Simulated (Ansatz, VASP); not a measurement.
## Sc: VASP beside Ansatz

```xyz
1
Lattice="0.0000 2.2705 2.2705 2.0151 0.0000 2.2705 2.0151 2.2705 0.0000" Properties=species:S:1:pos:R:3 pbc="T T T"
Sc    0.0000    0.0000    0.0000
```

Change from the starting cell: strain -0.1125 x Voigt [1, 0, 0, 0, 0, 0], atoms carried along.

Alike in both runs: task single point; functional r2SCAN; k mesh 18 × 18 × 18; occupations gaussian, width 0.15 eV; no spin polarisation.

|  | VASP | Ansatz |
| --- | --- | --- |
| version | VASP 6.6.1 | Ansatz 0.2.0 |
| potentials or method | VASP PAW PBE potentials, release 64 (Sc_sv), cutoff 520 eV | scalar-relativistic, plane waves, PAW |
| valence electrons in the cell | 11 | 11 |

```csv
,VASP,Ansatz,Ansatz less VASP
gap on the k mesh at the Fermi level (eV),none,none,-
pressure (GPa),13.1,12.9,-0.28
"traceless stress, the component that is largest in VASP (GPa)",0.89,0.87,-0.016
```

VASP's potentials were made for PBE, not for r2SCAN. A gap of «none» marks a metal or a gap that the smearing closes.
